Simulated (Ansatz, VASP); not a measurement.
# One calculation of W, two programs

```
W
1.0
     2.81941    0.00000    0.00000
    -1.40970    2.44168    0.00000
     0.00000    0.00000    9.20818
W
4
Direct
  0.00000 0.00000 0.00000
  0.00000 0.00000 0.50000
  0.33333 0.66667 0.25000
  0.66667 0.33333 0.75000
```

Alike in both runs: task relaxation of cell and atoms; functional PBEsol; k mesh 13 × 13 × 4; occupations fermi-dirac, width 0.1 eV; no spin polarisation.

|  | VASP | Ansatz |
| --- | --- | --- |
| version | VASP 6.6.1 | Ansatz 0.2.0 |
| potentials or method | VASP PAW PBE potentials, release 64 (W_sv), cutoff 600 eV | plane waves (420 eV) with PAW, scalar-relativistic |
| valence electrons in the cell | 56 | 56 |

|  | VASP | Ansatz | Ansatz less VASP |
| --- | --- | --- | --- |
| relaxed volume (Å³/atom) | 16.06 | 16.03 | -0.032 |
| relaxed cell length with the largest relative difference (Å) | 2.764 | 2.762 | -0.0020 |

VASP's potentials were made for PBE, not for PBEsol, and Ansatz warns of the same on its side.

Neither program's run includes spin-orbit coupling.
